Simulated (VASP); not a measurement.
A run of VASP 6.6.1 is set up as follows.

The input INCAR:

```
PREC = Accurate
ENCUT = 600
EDIFF = 1E-7
ISMEAR = 0
SIGMA = 0.1
LREAL = F
LASPH = T
NELM = 80
ALGO = Fast
ISIF = 3
LWAVE = F
LCHARG = F
GGA = PE
IBRION = 2
NSW = 100
EDIFFG = -0.005
```

File KPOINTS:

```
regular mesh
0
Gamma
  18 18 10
```

File POSCAR:

```
Rh
1.0
    2.7203725155      0.0000002926      0.0000000000
   -1.3601865111      2.3559115598      0.0000000000
    0.0000000000      0.0000000000      4.3983759055
Rh
2
Direct
    0.0000000000      0.0000000000      0.0000000000
    0.3333333333      0.6666666667      0.5000000000
```

Potentials or basis: VASP PAW PBE potentials, release 64 (Rh_pv).

The run is started by

```sh
$ cat potpaw_PBE.64/Rh_pv/POTCAR > POTCAR
$ mpirun -np 1 vasp_std > vasp.out
```

**Question.** What does it give for the relaxed cell?

**Answer.** a = 2.724 Å, b = 2.724 Å, c = 4.385 Å, α = 90.00°, β = 90.00°, γ = 120.00°.

**Question.** Estimate the space group after relaxing (to 0.1 Å).

**Answer.** P6_3/mmc (No. 194).

**Question.** Predict the relaxed volume.

**Answer.** 14.09 Å³/atom.

Final structure:
```
CELL_PARAMETERS angstrom
2.72438 0.00000 0.00000
-1.36219 2.35938 0.00000
0.00000 0.00000 4.38451
ATOMIC_POSITIONS crystal
Rh 0.00000 0.00000 0.00000
Rh 0.33333 0.66667 0.50000
```
